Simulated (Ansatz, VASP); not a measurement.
CO2 in VASP and in Ansatz

```
CELL_PARAMETERS angstrom
2.79557 -2.51334 0.00000
2.79557 2.51334 0.00000
0.00000 0.00000 6.74304
ATOMIC_POSITIONS crystal
C 0.00000 0.00000 0.00000
C 0.50000 0.50000 0.50000
O 0.81328 0.18672 0.89662
O 0.18672 0.81328 0.10338
O 0.68672 0.31328 0.39662
O 0.31328 0.68672 0.60338
```

Alike in both runs: task relaxation of cell and atoms; functional PBEsol; k mesh 6 × 6 × 4; occupations gaussian, width 0.02 eV; no spin polarisation.

```csv
,VASP,Ansatz
version,VASP 6.6.1,Ansatz 0.2.0
potentials or method,"VASP PAW PBE potentials, release 64 (C, O), cutoff 600 eV","scalar-relativistic, plane waves, PAW"
valence electrons in the cell,32,32
```

|  | VASP | Ansatz | Ansatz less VASP |
| --- | --- | --- | --- |
| gap on the k mesh at the Fermi level, each at its own relaxed structure (eV) | 6.44 | 6.52 | +0.083 |
| relaxed volume (Å³/atom) | 15.14 | 16.95 | +1.808 |
| relaxed cell length with the largest relative difference (Å) | 3.724 | 3.882 | +0.1587 |

VASP's potentials were made for PBE, not for PBEsol. One of these differences is far larger than is usual between the two programs; its cause wasn't traced.

Noted on VASP's run: the standard files for N, O and F lose accuracy on very short bonds.
